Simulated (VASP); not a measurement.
Here is a VASP 6.6.1 calculation.

The input INCAR:

```
PREC = Accurate ; ENCUT = 700
EDIFF = 1E-6 ; ISMEAR = -1
SIGMA = 0.05 ; LREAL = F
LASPH = T ; NELM = 120
ALGO = Normal ; ISIF = 2
LWAVE = F ; LCHARG = F
GGA = PS ; NBANDS = 16
GGA_COMPAT = F
```

Contents of KPOINTS:

```
Automatic mesh
0
Gamma
  9 9 8
```

File POSCAR:

```
TaN
1.0
    2.8204800000      0.0000000000      0.0000000000
   -1.4102400000      2.4426073308      0.0000000000
    0.0000000000      0.0000000000      2.8830000000
Ta N
1 1
Direct
    0.0000000000      0.0000000000      0.5000000000
    0.6666666667      0.3333333333      0.0000000000
```

Potentials or basis: VASP PAW PBE potentials, release 64 (Ta_sv_GW, N).

Command:

```bash
$ cat potpaw_PBE.64/Ta_sv_GW/POTCAR potpaw_PBE.64/N/POTCAR > POTCAR
$ mpirun -np 1 vasp_std > vasp.out
```

What does it give for the band gap on the k mesh?

Zero (bands 9 and 10 overlap by 0.43 eV).

Estimate the pressure.

27.7 GPa.

Stress tensor (GPa, compression positive):
```
36.38  0.00  0.00
 0.00 36.38  0.00
 0.00  0.00 10.24
```

Caveat: the stress differs along the axes, from 10 to 36 GPa; the PAW data sets were made with another functional, which shifts forces and pressure a little; spin-orbit coupling is left out, which moves the levels of the heavy elements.
